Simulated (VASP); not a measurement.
# LiCl (Fm-3m) in VASP: a series of runs

LiCl is run at these levels: PBEsol+D4, LDA; tasks: relaxation of cell and atoms, single point.

All numbers are computed with VASP 6.6.1; they aren't measurements. Logs are shortened: lines on timing, memory, paths and dates and some standing lists are left out, and cuts for length are marked.

## (1) The cell of the first run

The structure is cubic, space group Fm-3m (No. 225). Conventional cell: a = 5.130 Å, b = 5.130 Å, c = 5.130 Å, α = 90.00°, β = 90.00°, γ = 90.00°. Cl (site symmetry m-3m) has 6 Li at 2.56 Å within 3.4 Å. Within 3.4 Å of Li (site symmetry m-3m) lie 6 Cl at 2.56 Å.

## (2) Relaxation of cell and atoms, PBEsol+D4

Input file INCAR:

```
SYSTEM = LiCl
  PREC = Accurate
  ENCUT = 600
  EDIFF = 1E-7
  ISMEAR = -1
  SIGMA = 0.05
  LREAL = .False.
  LASPH = .True.
  NELM = 60
  ALGO = Normal
  ISIF = 3
  LWAVE = .False.
  LCHARG = .False.
  GGA = PS
  IVDW = 13
  IBRION = 2
  NSW = 60
  EDIFFG = -0.01
```

Input file KPOINTS:

```
regular mesh
0
Gamma
  9 9 9
  0 0 0
```

Input file POSCAR:

```
LiCl
1.0
    0.0000000000      2.5647700000      2.5647700000
    2.5647700000      0.0000000000      2.5647700000
    2.5647700000      2.5647700000      0.0000000000
Cl Li
1 1
Direct
    0.5000000000      0.5000000000      0.5000000000
    0.0000000000      0.0000000000      0.0000000000
```

Potentials or basis: VASP PAW PBE potentials, release 64 (Cl, Li_sv).

Run with:

```console
> cat potpaw_PBE.64/Cl/POTCAR potpaw_PBE.64/Li_sv/POTCAR > POTCAR
> mpirun -np 1 vasp_std > vasp.out
```

OUTCAR:

```text
SYSTEM = LiCl
   PREC = Accurate
   ENCUT = 600
   EDIFF = 1E-7
   ISMEAR = -1
   LREAL = .False.
   LASPH = .True.
   NELM = 60
   ISIF = 3
   GGA = PS
   IVDW = 13
   IBRION = 2
   NSW = 60
   EDIFFG = -0.01

 ion  position               nearest neighbor table
   1  0.500  0.500  0.500-   2 2.56   2 2.56   2 2.56   2 2.56   2 2.56   2 2.56
   2  0.000  0.000  0.000-   1 2.56   1 2.56   1 2.56   1 2.56   1 2.56   1 2.56

  LATTYP: Found a face centered cubic cell.
 ALAT       =     5.1295400000

  Lattice vectors:

 A1 = (   0.0000000000,   2.5647700000,   2.5647700000)
 A2 = (   2.5647700000,   0.0000000000,   2.5647700000)
 A3 = (   2.5647700000,   2.5647700000,   0.0000000000)

Analysis of symmetry for initial positions (statically):
=====================================================================
 Subroutine PRICEL returns:
 Original cell was already a primitive cell.

 Routine SETGRP: Setting up the symmetry group for a
 face centered cubic supercell.

 Subroutine GETGRP returns: Found 48 space group operations
 (whereof 48 operations were pure point group operations)
 out of a pool of 48 trial point group operations.

The static configuration has the point symmetry O_h .

Analysis of symmetry for dynamics (positions and initial velocities):
=====================================================================
 Subroutine PRICEL returns:
 Original cell was already a primitive cell.

 Routine SETGRP: Setting up the symmetry group for a
 face centered cubic supercell.

 Subroutine GETGRP returns: Found 48 space group operations
 (whereof 48 operations were pure point group operations)
 out of a pool of 48 trial point group operations.

The dynamic configuration has the point symmetry O_h .

 Subroutine INISYM returns: Found 48 space group operations
 (whereof 48 operations are pure point group operations),
 and found     1 'primitive' translations

----------------------------------------------------------------------------------------

                                     Primitive cell

  volume of cell :      33.7423

  direct lattice vectors                    reciprocal lattice vectors
     0.000000000  2.564770000  2.564770000    -0.194949255  0.194949255  0.194949255
     2.564770000  0.000000000  2.564770000     0.194949255 -0.194949255  0.194949255
     2.564770000  2.564770000  0.000000000     0.194949255  0.194949255 -0.194949255

  length of vectors
     3.627132518  3.627132518  3.627132518     0.337662014  0.337662014  0.337662014

  position of ions in fractional coordinates (direct lattice)
     0.500000000  0.500000000  0.500000000
     0.000000000  0.000000000  0.000000000

  ion indices of the primitive-cell ions
   primitive index   ion index
                 1           1
                 2           2

----------------------------------------------------------------------------------------

 KPOINTS: regular mesh

Automatic generation of k-mesh.
 Grid dimensions read from file:
 generate k-points for:    9    9    9

 Generating k-lattice:

  Cartesian coordinates                     Fractional coordinates (reciprocal lattice)
    -0.021661028  0.021661028  0.021661028     0.111111111  0.000000000  0.000000000
     0.021661028 -0.021661028  0.021661028     0.000000000  0.111111111  0.000000000
     0.021661028  0.021661028 -0.021661028     0.000000000  0.000000000  0.111111111

  Length of vectors
     0.037518002  0.037518002  0.037518002

  Shift w.r.t. Gamma in fractional coordinates (k-lattice)
     0.000000000  0.000000000  0.000000000

 Subroutine IBZKPT returns following result:
 ===========================================

 Found     35 irreducible k-points:

 Following reciprocal coordinates:
            Coordinates               Weight
  0.000000  0.000000  0.000000      1.000000
  0.111111  0.000000  0.000000      8.000000
  0.222222  0.000000  0.000000      8.000000
  0.333333  0.000000  0.000000      8.000000
  0.444444  0.000000  0.000000      8.000000
  0.111111  0.111111  0.000000      6.000000
[... 16 lines left out ...]
 -0.333333  0.333333  0.000000     12.000000
  0.444444  0.444444  0.000000      6.000000
 [... further k-points ...]
   k-points           NKPTS =     35   k-points in BZ     NKDIM =     35   number of bands    NBANDS=      9
   number of dos      NEDOS =    301   number of ions     NIONS =      2
   total plane-waves  NPLWV =  27000
   dimension x,y,z NGX =    30 NGY =   30 NGZ =   30
   dimension x,y,z NGXF=    60 NGYF=   60 NGZF=   60
   ions per type =               1   1
   NGX,Y,Z   is equivalent  to a cutoff of  13.75, 13.75, 13.75 a.u.
   NGXF,Y,Z  is equivalent  to a cutoff of  27.50, 27.50, 27.50 a.u.
 SYSTEM =  LiCl
   PREC   = accura    normal or accurate (medium, high low for compatibility)
   ISTART =      0    job   : 0-new  1-cont  2-samecut
   ICHARG =      2    charge: 1-file 2-atom 10-const
   ISPIN  =      1    spin polarized calculation?
   LNONCOLLINEAR =      F non collinear calculations
   LSORBIT =      F    spin-orbit coupling
   LASPH  =      T    aspherical Exc in radial PAW
   ENCUT  =  600.0 eV  44.10 Ry    6.64 a.u.   7.24  7.24  7.24*2*pi/ulx,y,z
   NELM   =     60;   NELMIN=  2; NELMDL= -5     # of ELM steps
   EDIFF  = 0.1E-06   stopping-criterion for ELM
   LREAL  =      F    real-space projection
   EDIFFG = -.1E-01   stopping-criterion for IOM
   NSW    =     60    number of steps for IOM
   IBRION =      2    ionic relax: 0-MD 1-quasi-New 2-CG
   NFREE  =      1    steps in history (QN), initial steepest desc. (CG)
   ISIF   =      3    stress and relaxation
   ISYM   =      2    0-nonsym 1-usesym 2-fastsym
   POTIM  = 0.5000    time-step for ionic-motion
   TEBEG  =    0.0;   TEEND  =   0.0 temperature during run
   PSTRESS=    0.0 pullay stress
   NELECT =      10.0000    total number of electrons
   NUPDOWN=      -1.0000    fix difference up-down
   EMIN   =  10.00;   EMAX   =-10.00  energy-range for DOS
   EFERMI =   0.00;   METHOD = LEGACY
   ISMEAR =    -1;   SIGMA  =   0.05  broadening in eV -4-tet -1-fermi 0-gaus
   EFERMI_NEDOS =   21; number of points for ismear=-14 and -15
   IALGO  =     38    algorithm
   IMIX   =      4    mixing-type and parameters
     AMIX     =   0.40;   BMIX     =  1.00
     AMIX_MAG =   1.60;   BMIX_MAG =  1.00
  volume/ion in A,a.u.               =      16.87       113.85
  Fermi-wavevector in a.u.,A,eV,Ry     =   1.091482  2.062601 16.209056  1.191332
  Thomas-Fermi vector in A             =   2.227728
   LORBIT       =      0    0 simple, 1 ext, 2 COOP (PROOUT), +10 PAW based schemes
   GGA     = PS    functional components
   LHFCALC =     F    Hartree Fock is set to
   AEXX    =    0.0000 exact exchange contribution
   IVDW    =    13    specifies the selected vdW correction
   LEPSILON=     F    determine dielectric tensor
   LRPA    =     F    only Hartree local field effects (RPA)
 conjugate gradient relaxation of ions
 non-spin polarized calculation
  energy-cutoff  :      600.00
  volume of cell :       33.74
 maximum number of plane-waves:      1147
 NGX is ok and might be reduce to    30
   NGX = 15   NGY = 15   NGZ = 15

--------------------------------------- Ionic step        1  -------------------------------------------

 number of electron      10.0000004 magnetization

 Free energy of the ion-electron system (eV)
  ---------------------------------------------------
  ext. energy  EPLUGINS =         0.00000000
  ---------------------------------------------------
  free energy    TOTEN  =        -7.63463332 eV

  energy without entropy =       -7.63463332  energy(sigma->0) =       -7.63463332

------------------------ aborting loop because EDIFF is reached ----------------------------------------

  DFT-D4 for vdW energy calculation

  Edisp (eV):   -0.13795

  FORCE on cell =-STRESS in cart. coord.  units (eV):
  Direction    XX          YY          ZZ          XY          YZ          ZX
  --------------------------------------------------------------------------------------
  -------------------------------------------------------------------------------------
  Total      -0.40154    -0.40154    -0.40154    -0.00000     0.00000    -0.00000
  in kB     -19.06633   -19.06633   -19.06633    -0.00000     0.00000    -0.00000
  external pressure =      -19.07 kB  Pullay stress =        0.00 kB
[... 101 lines left out ...]
  energy  without entropy=       -7.7847675175  energy(sigma->0) =       -7.78476752

--------------------------------------- Ionic step        4  -------------------------------------------

 number of electron       9.9999994 magnetization

 Free energy of the ion-electron system (eV)
  ---------------------------------------------------
  ext. energy  EPLUGINS =         0.00000000
  ---------------------------------------------------
  free energy    TOTEN  =        -7.63900657 eV

  energy without entropy =       -7.63900657  energy(sigma->0) =       -7.63900657

 E-fermi :   2.0297     XC(G=0):  -9.1712

 val. band max:        0.9964519972   @ k =   0.0000   0.0000   0.0000
 cond. band min:       7.4813528297   @ k =   0.0000   0.0000   0.0000
 fundamental gap:      6.4849008326
 Fermi energy:         2.0297068244

 k-point     1 :       0.0000    0.0000    0.0000
  band No.  band energies     occupation
      1     -41.7225      2.00000
      2     -12.6175      2.00000
      3       0.9965      2.00000
      4       0.9965      2.00000
      5       0.9965      2.00000
      6       7.4814      0.00000
      7      12.8531      0.00000
      8      12.8531      0.00000
      9      12.8531      0.00000
[... 265 lines left out ...]
 k-point    24 :       0.4444    0.4444    0.0000
  band No.  band energies     occupation
      1     -41.7173      2.00000
      2     -11.6926      2.00000
      3      -2.1528      2.00000
      4      -0.2119      2.00000
      5      -0.2119      2.00000
      6       8.9487      0.00000
      7       9.0570      0.00000
      8      13.4914      0.00000
      9      15.2670      0.00000

 [... further k-points ...]

------------------------ aborting loop because EDIFF is reached ----------------------------------------

  DFT-D4 for vdW energy calculation

  Edisp (eV):   -0.14580

  FORCE on cell =-STRESS in cart. coord.  units (eV):
  Direction    XX          YY          ZZ          XY          YZ          ZX
  --------------------------------------------------------------------------------------
  -------------------------------------------------------------------------------------
  Total       0.00101     0.00101     0.00101     0.00000    -0.00000     0.00000
  in kB       0.05107     0.05107     0.05107     0.00000    -0.00000     0.00000
  external pressure =        0.05 kB  Pullay stress =        0.00 kB
[... 17 lines left out ...]
  FREE ENERGIE OF THE ION-ELECTRON SYSTEM (eV)
  ---------------------------------------------------
  free  energy   TOTEN  =        -7.7848054739 eV

  energy  without entropy=       -7.7848054738  energy(sigma->0) =       -7.78480547

 reached required accuracy - stopping structural energy minimisation
```

It took 53 s on 1 thread of AMD EPYC 7R43 (Zen 3), shared host; peak memory 0.13 GiB.

Results:

| Property | Result |
| --- | --- |
| Free energy | -7.7848 eV |
| Relaxed volume | 15.90 Å³/atom |
| Relaxed cell | a = 3.556 Å, b = 3.556 Å, c = 3.556 Å, α = 60.00°, β = 60.00°, γ = 60.00° |
| Space group after relaxing (to 0.05 Å) | Fm-3m (No. 225) |
| Energy gained by relaxing | 6.1 meV/atom |
| Ionic steps | 4 |
| Pressure after relaxing | 0.0 GPa |
| Band gap on the k mesh | 6.48 eV, direct |
| Dispersion energy per atom | -0.073 eV |

Step by step:
```tsv
step	energy change (eV)	largest force (eV/Å)	pressure (GPa)	volume (Å³)
1	0.0000	0.0000	-1.91	33.74
2	-0.0090	0.0000	-1.03	32.77
3	-0.0122	0.0000	-0.12	31.91
4	-0.0122	0.0000	0.01	31.80
```

Final structure:
```xyz
2
Lattice="0.0000 2.5146 2.5146 2.5146 0.0000 2.5146 2.5146 2.5146 0.0000" Properties=species:S:1:pos:R:3 pbc="T T T"
Cl    2.5146    2.5146    2.5146
Li    5.0291    5.0291    5.0291
```

Caveat: the cutoff is under 1.25 times the usual one of these potentials, so pressure, stress and relaxed cells hold a basis-set (Pulay) error; the PAW data sets were made with another functional, which shifts forces and pressure a little. A k mesh can miss the band edges.

## (3) Single point, LDA

This run uses another cell than the first one, of 15.29 Å³/atom, 0.906 times its volume.

Input file INCAR:

```
SYSTEM = LiCl
ALGO = Normal
EDIFF = 1E-6
ENCUT = 520
GGA = CA
ISIF = 2
ISMEAR = -1
LASPH = .TRUE.
LCHARG = .FALSE.
LREAL = .FALSE.
LWAVE = .FALSE.
NBANDS = 12
NELM = 100
PREC = Accurate
SIGMA = 0.05
```

Input file KPOINTS:

```
k-points
0
G
  9 9 9
  0 0 0
```

Input file POSCAR:

```
LiCl
1.0
    0.0000000000      2.4820653839      2.4820653839
    2.4820653839      0.0000000000      2.4820653839
    2.4820653839      2.4820653839      0.0000000000
Cl Li
1 1
Direct
    0.5000000000      0.5000000000      0.5000000000
    0.0000000000      0.0000000000      0.0000000000
```

Potentials or basis: VASP PAW LDA potentials, release 64 (Cl, Li_sv).

Run with:

```console
> cat potpaw_LDA.64/Cl/POTCAR potpaw_LDA.64/Li_sv/POTCAR > POTCAR
> mpirun -np 1 vasp_std > vasp.out
```

OUTCAR:

```text
SYSTEM = LiCl
   EDIFF = 1E-6
   ENCUT = 520
   GGA = CA
   ISIF = 2
   ISMEAR = -1
   LASPH = .TRUE.
   LREAL = .FALSE.
   NELM = 100
   PREC = Accurate

 ion  position               nearest neighbor table
   1  0.500  0.500  0.500-   2 2.48   2 2.48   2 2.48   2 2.48   2 2.48   2 2.48
   2  0.000  0.000  0.000-   1 2.48   1 2.48   1 2.48   1 2.48   1 2.48   1 2.48

  LATTYP: Found a face centered cubic cell.
 ALAT       =     4.9641307678

  Lattice vectors:

[... 550 lines left out ...]

  FORCE on cell =-STRESS in cart. coord.  units (eV):
  Direction    XX          YY          ZZ          XY          YZ          ZX
  --------------------------------------------------------------------------------------
  -------------------------------------------------------------------------------------
  Total       -0.0136595     -0.0136595     -0.0136595     -0.0000000      0.0000000     -0.0000000
  in kB       -0.7156069     -0.7156069     -0.7156069     -0.0000000      0.0000000     -0.0000000
  external PRESSURE =      -0.7156069 kB  Pullay stress =       0.0000000 kB

 VOLUME and BASIS-vectors are now :
 -----------------------------------------------------------------------------
  energy-cutoff  :      520.00
  volume of cell :       30.58
      direct lattice vectors                 reciprocal lattice vectors
     0.000000000  2.482065384  2.482065384    -0.201445136  0.201445136  0.201445136
     2.482065384  0.000000000  2.482065384     0.201445136 -0.201445136  0.201445136
     2.482065384  2.482065384  0.000000000     0.201445136  0.201445136 -0.201445136

 POSITION                                       TOTAL-FORCE (eV/Angst)
 -----------------------------------------------------------------------------------
      2.48207      2.48207      2.48207         0.000000     -0.000000     -0.000000
      0.00000      0.00000      0.00000        -0.000000      0.000000      0.000000
 -----------------------------------------------------------------------------------
    total drift:                                0.000000      0.000000      0.000000

  FREE ENERGIE OF THE ION-ELECTRON SYSTEM (eV)
  ---------------------------------------------------
  free  energy   TOTEN  =        -8.0963335125 eV

  energy  without entropy=       -8.0963335124  energy(sigma->0) =       -8.09633351
```

stdout:

```text
POSCAR found type information on POSCAR ClLi
 POSCAR found :  2 types and       2 ions
 scaLAPACK will be used
 LDA part: xc-table for (Slater(with rela. corr.)+CA(PZ))
 , standard interpolation
 POSCAR, INCAR and KPOINTS ok, starting setup
 FFT: planning ... GRIDC
 FFT: planning ... GRID_SOFT
 FFT: planning ... GRID
 WAVECAR not read
 entering main loop
```

Wall time 11 s (1 thread of Intel Xeon Platinum 8259CL at 2.50GHz (Skylake/Cascade Lake), shared host); peak memory 0.13 GiB.

What came out:

```yaml
Free_energy: -8.0963 eV
Band_gap_on_the_k_mesh: 6.56 eV, indirect (least direct gap 6.62 eV)
```

Levels at points of the mesh, in eV from the valence-band top:
```
           k point  band 2  band 3  band 4  band 5  band 6  band 7  band 8  band 9
(0.00, 0.00, 0.00)  -13.70    0.00    0.00    0.00    6.62   11.81   11.81   11.81
```

Caveat: the cutoff is under 1.25 times the usual one of these potentials, so pressure, stress and relaxed cells hold a basis-set (Pulay) error. As with any semilocal functional, this LDA gap is likely too small.
